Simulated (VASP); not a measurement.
A run of VASP 6.6.1 is set up as follows.

File INCAR:

```
SYSTEM = Na
PREC = Accurate ; ENCUT = 520
EDIFF = 1E-6 ; ISMEAR = 0
SIGMA = 0.15 ; LREAL = .False.
LASPH = .True. ; NELM = 80
ALGO = Normal ; ISIF = 2
LWAVE = .False. ; LCHARG = .False.
GGA = PE ; NBANDS = 10
```

File KPOINTS:

```
Automatic mesh
0
Gamma
  16 16 16
  0 0 0
```

File POSCAR:

```
Na
1.0
   -2.2233750000      2.2233750000      2.1704375000
    2.2233750000     -2.2233750000      2.1704375000
    2.2233750000      2.2233750000     -2.1704375000
Na
1
Direct
    0.0000000000      0.0000000000      0.0000000000
```

Potentials or basis: VASP PAW PBE potentials, release 64 (Na_pv).

Command:

```console
$ cat potpaw_PBE.64/Na_pv/POTCAR > POTCAR
$ mpirun -np 1 vasp_std > vasp.out
```

Predict the pressure.

-0.9 GPa.

Caveat: the cell differs from its parent crystal (strain +0.050 along x and y, +0.025 along z).
